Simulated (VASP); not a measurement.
TeP2, 3 atoms in the cell. The structure is hexagonal, space group P6/mmm (No. 191). Conventional cell: a = 4.186 Å, b = 4.186 Å, c = 4.020 Å, α = 90.00°, β = 90.00°, γ = 120.00°. Te (site symmetry 6/mmm) has 12 P at 3.14 Å and 2 Te at 4.02 Å within 4.1 Å. Within 3.2 Å of P (site symmetry -6m2) lie 3 P at 2.42 Å and 6 Te at 3.14 Å. 

* Program: VASP 6.6.1
* Task: single point
* Functional: PBE
* Potentials or basis: VASP PAW PBE potentials, release 64 (Te, P)
* Cutoff: 520 eV
* k mesh: 12 × 12 × 12
* Occupations: gaussian, width 0.1 eV
* Spin: no spin polarisation
* Dipole correction: no
* Further INCAR settings: ALGO = Normal; EDIFF = 1e-06; NBANDS = 15

Potentials or basis: VASP PAW PBE potentials, release 64 (Te, P).

Command:

```bash
$ cat potpaw_PBE.64/Te/POTCAR potpaw_PBE.64/P/POTCAR > POTCAR
$ mpirun -np 1 vasp_std > vasp.out
```

Hardware: 1 thread of AMD EPYC 9R45 96-Core Processor (Zen 5), on a shared host.

Task: Estimate the wall time of this run.

Result: Wall time 42 s on 1 thread of AMD EPYC 9R45 96-Core Processor (Zen 5) (shared host), peak memory 0.23 GiB. Counts: scf iterations 11, k points 133.
